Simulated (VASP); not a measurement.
MgS:

```
Mg S
1.0
     0.00000    2.61488    2.61488
     2.61488    0.00000    2.61488
     2.61488    2.61488    0.00000
Mg S
1 1
Cartesian
  0.0000 0.0000 0.0000
  2.6149 2.6149 2.6149
```

* Program: VASP 6.6.1
* Task: relaxation of cell and atoms
* Functional: LDA
* Potentials or basis: VASP PAW LDA potentials, release 64 (Mg, S)
* Cutoff: 600 eV
* k mesh: 8 × 8 × 8
* Occupations: fermi-dirac, width 0.02 eV
* Spin: no spin polarisation

At the start: pressure -4.8 GPa; volume 17.88 Å³/atom.

Task: Where does the relaxation end?

Result: Over 3 steps the energy falls by 17.9 meV/atom and the volume is 16.76 Å³/atom (-6.3 %); space group Fm-3m (No. 225, to 0.05 Å).

The path:
```csv
step,energy change (eV),largest force (eV/Å),pressure (GPa),volume (Å³)
1,0.0000,0.0000,-4.84,35.76
2,-0.0339,0.0000,1.28,33.04
3,-0.0358,0.0000,0.00,33.51
```

Final structure:
```
Mg S
1.0
     0.00000    2.55894    2.55894
     2.55894    0.00000    2.55894
     2.55894    2.55894    0.00000
Mg S
1 1
Direct
  0.00000 0.00000 0.00000
  0.50000 0.50000 0.50000
```
